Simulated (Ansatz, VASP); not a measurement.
**Ta: VASP beside Ansatz**

INCAR

```
ALGO = Fast
EDIFF = 1E-6
ENCUT = 520
GGA = PS
ISIF = 2
ISMEAR = 0
LASPH = T
LCHARG = T
LELF = T
LREAL = F
LVHAR = T
LWAVE = F
NBANDS = 12
NELM = 100
PREC = Accurate
SIGMA = 0.15
```

The input KPOINTS:

```
k-points
0
Gamma
  26 26 26
```

Contents of POSCAR:

```
Ta
1.0
   -1.5090389812      1.5090389812      1.5746493717
    1.5090389812     -1.5090389812      1.5746493717
    1.5090389812      1.5090389812     -1.5746493717
Ta
1
Direct
    0.0000000000      0.0000000000      0.0000000000
```

Input for Ansatz:

```yaml
crystal:
  lattice:
    - [-1.5090389812, 1.5090389812, 1.5746493717]
    - [1.5090389812, -1.5090389812, 1.5746493717]
    - [1.5090389812, 1.5090389812, -1.5746493717]
  atoms:
    - { symbol: Ta, position: [0.0, 0.0, 0.0] }
basis:
  ecutwfc: 420
kpoints:
  mp_grid: { grid: [26, 26, 26] }
hamiltonian:
  xc: pbesol
scf:
  occupations: { method: gaussian, width: 0.15 }
output:
  forces: true
  stress: true
  eigenvalues: true
  write_density: true
  write_potential: true
  elf: true
  volumetric_format: npy
```

Change from the starting cell: strain -0.080 along x and y, -0.040 along z, atoms carried along.

Alike in both runs: task single point; functional PBEsol; k mesh 26 × 26 × 26; occupations gaussian, width 0.15 eV; no spin polarisation.

|  | VASP | Ansatz |
| --- | --- | --- |
| version | VASP 6.6.1 | Ansatz 0.2.0 |
| potentials or method | VASP PAW PBE potentials, release 64 (Ta_pv), cutoff 520 eV | scalar-relativistic, plane waves, PAW |
| valence electrons in the cell | 11 | 13 |

```csv
,VASP,Ansatz,Ansatz less VASP
gap on the k mesh at the Fermi level (eV),none,none,-
pressure (GPa),64.8,63.8,-1.03
"traceless stress, the component that is largest in VASP (GPa)",-6.33,-6.33,-0.003
```

VASP's potentials were made for PBE, not for PBEsol. A gap of «none» marks a metal or a gap that the smearing closes. Both programs put the cell under a high pressure, so it lies far from rest at this level. VASP's potentials hold 11 valence electrons a cell and Ansatz's 13, so a difference there can come from the potentials and not from the codes.

Spin-orbit coupling is off throughout. Noted on VASP's run: the cell as given lies far from equilibrium.
